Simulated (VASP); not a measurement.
Input of a VASP 6.6.1 run:

Contents of INCAR:

```
ALGO = Normal
EDIFF = 1E-6
ENCUT = 520
GGA = PE
ISIF = 2
ISMEAR = 0
LASPH = True
LCHARG = True
LELF = True
LREAL = False
LVHAR = True
LWAVE = False
NBANDS = 16
NELM = 60
PREC = Accurate
SIGMA = 0.02
```

The input KPOINTS:

```
k-points
0
Gamma
  10 10 10
```

File POSCAR:

```
CdTe
1.0
    0.0000000000      3.3096311561      3.3096311561
    3.3096311561      0.0000000000      3.3096311561
    3.3096311561      3.3096311561      0.0000000000
Cd Te
1 1
Direct
    0.0000000000      0.0000000000      0.0000000000
    0.7500000000      0.7500000000      0.7500000000
```

Potentials or basis: VASP PAW PBE potentials, release 64 (Cd, Te).

Launch:

```bash
$ cat potpaw_PBE.64/Cd/POTCAR potpaw_PBE.64/Te/POTCAR > POTCAR
$ mpirun -np 1 vasp_std > vasp.out
```

Predict the band gap on the k mesh.

0.58 eV, direct.

What does it give for the pressure?

0.1 GPa.

Caveat: spin-orbit coupling is left out, which moves the levels of the heavy elements. A hybrid or GW would open this gap; PBE tends to underestimate it.
